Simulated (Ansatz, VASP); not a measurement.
**One calculation of AlB2P3, two programs**

File POSCAR:

```
AlB2P3
1.0
    3.4083298663      0.0000000000      0.0000000000
   -1.7041649331      2.9517002487      0.0000000000
    0.0000000000      0.0000000000      8.6151137251
B Al P
2 1 3
Direct
    0.0000000000      0.0000000000     -0.0142002433
    0.6666666667      0.3333333333      0.6857069917
    0.3333333333      0.6666666667      0.3370278487
    0.6666666667      0.3333333333      0.9139262967
    0.3333333333      0.6666666667      0.6126679886
    0.0000000000      0.0000000000      0.2148711175
```

Contents of INCAR.step1:

```
SYSTEM = AlB2P3
PREC = Accurate ; ENCUT = 520
ISMEAR = 0 ; SIGMA = 0.01
LREAL = .FALSE. ; LASPH = .TRUE.
NELM = 60 ; NBANDS = 21
GGA = PE ; ALGO = Normal
EDIFF = 1E-4 ; LWAVE = .TRUE.
LCHARG = .FALSE.
```

The input INCAR.step2:

```
SYSTEM = AlB2P3
PREC = Accurate ; ENCUT = 520
EDIFF = 1E-7 ; ISMEAR = 0
SIGMA = 0.01 ; LREAL = .FALSE.
LASPH = .TRUE. ; NELM = 60
ALGO = Normal ; ISIF = 2
LWAVE = .FALSE. ; LCHARG = .FALSE.
METAGGA = R2SCAN ; LMIXTAU = .TRUE.
NBANDS = 21 ; ISTART = 1
```

File KPOINTS:

```
Automatic mesh
0
G
  12 12 4
  0 0 0
```

Input for Ansatz:

```yaml
crystal:
  lattice:
    - [3.4083298663, 0.0, 0.0]
    - [-1.7041649331, 2.9517002487, 0.0]
    - [0.0, 0.0, 8.6151137251]
  atoms:
    - { symbol: B, position: [0.0, 0.0, -0.0142002433] }
    - { symbol: B, position: [0.6666666667, 0.3333333333, 0.6857069917] }
    - { symbol: Al, position: [0.3333333333, 0.6666666667, 0.3370278487] }
    - { symbol: P, position: [0.6666666667, 0.3333333333, 0.9139262967] }
    - { symbol: P, position: [0.3333333333, 0.6666666667, 0.6126679886] }
    - { symbol: P, position: [0.0, 0.0, 0.2148711175] }
kpoints:
  mp_grid: { grid: [12, 12, 4] }
  band_path:
    path:
      - [0.0, 0.0, 0.0]
      - [0.5, 0.0, 0.0]
      - [0.3333333333, 0.3333333333, 0.0]
      - [0.0, 0.0, 0.5]
      - [0.5, 0.0, 0.5]
      - [0.3333333333, 0.3333333333, 0.5]
      - [0.0, 0.476562, 0.049479]
      - [0.0, 0.25, -0.5]
    npoints: 1
hamiltonian:
  xc: r2scan
scf:
  occupations: { method: fixed }
  n_extra_bands: 5
output:
  forces: true
  stress: true
  eigenvalues: true
  write_density: true
  write_potential: true
  elf: true
  volumetric_format: npy
```

Alike in both runs: task single point; functional r2SCAN; k mesh 12 × 12 × 4; no spin polarisation.

|  | VASP | Ansatz |
| --- | --- | --- |
| version | VASP 6.6.1 | Ansatz 0.2.0 |
| potentials or method | VASP PAW PBE potentials, release 64 (B, Al, P) | plane waves, PAW |
| plane-wave cutoff (eV) | 520 | 500 |
| occupations | gaussian, width 0.01 eV | fixed |
| valence electrons in the cell | 24 | 24 |

|  | VASP | Ansatz | Ansatz less VASP |
| --- | --- | --- | --- |
| gap on the k mesh at the Fermi level (eV) | 0.51 | 0.51 | 0.000 |
| pressure (GPa) | -0.4 | 0.0 | +0.42 |
| traceless stress, the component that is largest in VASP (GPa) | -0.10 | -0.02 | +0.084 |
| rms of the force components (eV/Å) | 0.010 | 0.001 | -0.0093 |

VASP's potentials were made for PBE, not for r2SCAN. Atom by atom the forces differ by 0.011 eV/Å (rms over components).
